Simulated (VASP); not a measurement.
Runs of VASP 6.6.1 on Ni. It takes space group Fm-3m (No. 225, cubic). The conventional cell has a = 3.535 Å, b = 3.535 Å, c = 3.535 Å, α = 90.00°, β = 90.00°, γ = 90.00°. Within 3.3 Å of Ni (site symmetry m-3m) lie 12 Ni at 2.50 Å. 

```tsv
spin	fixed moment (μB)	pressure (GPa)	moment (μB)
collinear, ferromagnetic start	0.48	-2.8	0.48
collinear, ferromagnetic start	-	-2.1	0.64
collinear, ferromagnetic start	1.21	3.8	1.21
collinear, zero start	0.0	-3.3	0.00
collinear, ferromagnetic start	1.45	(b)	1.45
collinear, ferromagnetic start	0.24	(c)	0.24
collinear, ferromagnetic start	1.69	13.5	1.69
collinear, ferromagnetic start	0.97	(a)	0.97
```

Alike in all rows: task single point; level PBE; potentials or basis VASP PAW PBE potentials, release 64 (Ni); cell as given; k mesh 12 × 12 × 12; cutoff (eV) 520; smearing fermi-dirac 0.1 eV.

Question: Estimate the missing entries.

Answer: (a) 0.5; (b) 8.1; (c) -3.2.

Caveats: the total moment is fixed, so each spin has its own Fermi level (some runs).
